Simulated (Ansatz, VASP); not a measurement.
**BN in VASP and in Ansatz**

File INCAR:

```
PREC = Accurate
ENCUT = 520
EDIFF = 1E-6
ISMEAR = 0
SIGMA = 0.1
LREAL = False
LASPH = True
NELM = 100
ALGO = Normal
ISIF = 2
LWAVE = False
LCHARG = True
GGA = PE
LELF = True
LVHAR = True
NBANDS = 16
```

File KPOINTS:

```
Automatic mesh
0
Gamma
  9 9 4
```

Contents of POSCAR:

```
BN
1.0
    2.8090156012      0.0000000000      0.0000000000
   -1.4045078006      2.4326788702      0.0000000000
    0.0000000000      0.0000000000      4.5762725091
B N
2 2
Direct
    0.6666666667      0.3333333333      0.4991348631
    0.3333333333      0.6666666667      0.9991348631
    0.6666666667      0.3333333333      0.8758651369
    0.3333333333      0.6666666667      0.3758651369
```

Input for Ansatz:

```yaml
crystal:
  lattice:
    - [2.8090156012, 0.0, 0.0]
    - [-1.4045078006, 2.4326788702, 0.0]
    - [0.0, 0.0, 4.5762725091]
  atoms:
    - { symbol: B, position: [0.6666666667, 0.3333333333, 0.4991348631] }
    - { symbol: B, position: [0.3333333333, 0.6666666667, 0.9991348631] }
    - { symbol: "N", position: [0.6666666667, 0.3333333333, 0.8758651369] }
    - { symbol: "N", position: [0.3333333333, 0.6666666667, 0.3758651369] }
basis:
  ecutwfc: 420
kpoints:
  mp_grid: { grid: [9, 9, 4] }
hamiltonian:
  xc: pbe
scf:
  occupations: { method: gaussian, width: 0.1 }
output:
  forces: true
  stress: true
  eigenvalues: true
```

Alike in both runs: task single point; functional PBE; k mesh 9 × 9 × 4; occupations gaussian, width 0.1 eV; no spin polarisation.

|  | VASP | Ansatz |
| --- | --- | --- |
| version | VASP 6.6.1 | Ansatz 0.2.0 |
| potentials or method | VASP PAW PBE potentials, release 64 (B, N), cutoff 520 eV | scalar-relativistic, plane waves, PAW |
| valence electrons in the cell | 16 | 16 |

```csv
,VASP,Ansatz,Ansatz less VASP
gap on the k mesh at the Fermi level (eV),5.55,5.55,+0.002
least direct gap on the mesh (eV),6.19,6.18,-0.005
rms of the force components (eV/Å),0.060,0.060,-0.0002
```

Atom by atom the forces differ by 0.000 eV/Å (rms over components). With one functional, cell and mesh, what is left measures potentials, basis and numerics.
